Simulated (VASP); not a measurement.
Wanted: the native input for a VASP 6.6.1 run.

| Quantity | Value |
| --- | --- |
| Task | relaxation of cell and atoms |
| Functional | PBE |
| Potentials or basis | VASP PAW PBE potentials, release 64 (O, Ca_sv, Se) |
| Cutoff | 600 eV |
| k mesh | 6 × 6 × 4 |
| Occupations | fermi-dirac, width 0.02 eV |
| Spin | no spin polarisation |
| Dipole correction | no |
| Further INCAR settings | ALGO = Normal; EDIFF = 1e-06; IBRION = 2; EDIFFG = -0.005; NSW = 80; ISIF = 3 |

The structure of Ca2SeO lies in POSCAR:

```
Ca2SeO
1.0
    3.7988343083      0.0000000000      0.0000000000
    0.0000000000      3.7988343083      0.0000000000
    0.0000000000      0.0000000000      5.3723630000
O Ca Se
1 2 1
Direct
    0.0000000000      0.0000000000      0.0000000000
    0.0000000000      0.0000000000      0.5000000000
    0.5000000000      0.5000000000      0.0000000000
    0.5000000000      0.5000000000      0.5000000000
```

One way to write it, as run:

INCAR

```
SYSTEM = Ca2SeO
  ALGO = Normal
  EDIFF = 1E-6
  EDIFFG = -0.005
  ENCUT = 600
  GGA = PE
  IBRION = 2
  ISIF = 3
  ISMEAR = -1
  LASPH = .True.
  LCHARG = .False.
  LREAL = .False.
  LWAVE = .False.
  NELM = 60
  NSW = 80
  PREC = Accurate
  SIGMA = 0.02
```

KPOINTS

```
k-points
0
Gamma
  6 6 4
  0 0 0
```

Potentials or basis: VASP PAW PBE potentials, release 64 (O, Ca_sv, Se).

Run with:

```console
$ cat potpaw_PBE.64/O/POTCAR potpaw_PBE.64/Ca_sv/POTCAR potpaw_PBE.64/Se/POTCAR > POTCAR
$ mpirun -np 1 vasp_std > vasp.out
```

It gave:

| Property | Result |
| --- | --- |
| Relaxed volume | 21.12 Å³/atom |
| Relaxed cell | a = 3.908 Å, b = 3.908 Å, c = 5.533 Å, α = 90.00°, β = 90.00°, γ = 90.00° |
| Space group after relaxing (to 0.1 Å) | P4/mmm (No. 123) |
| Energy gained by relaxing | 31.7 meV/atom |
| Ionic steps | 3 |
| Pressure after relaxing | 0.0 GPa |
| Band gap on the k mesh | 2.07 eV |

Run time: 68 s on 1 thread of AMD EPYC 9R45 96-Core Processor (Zen 5), with other jobs on the host, peak memory 0.21 GiB.
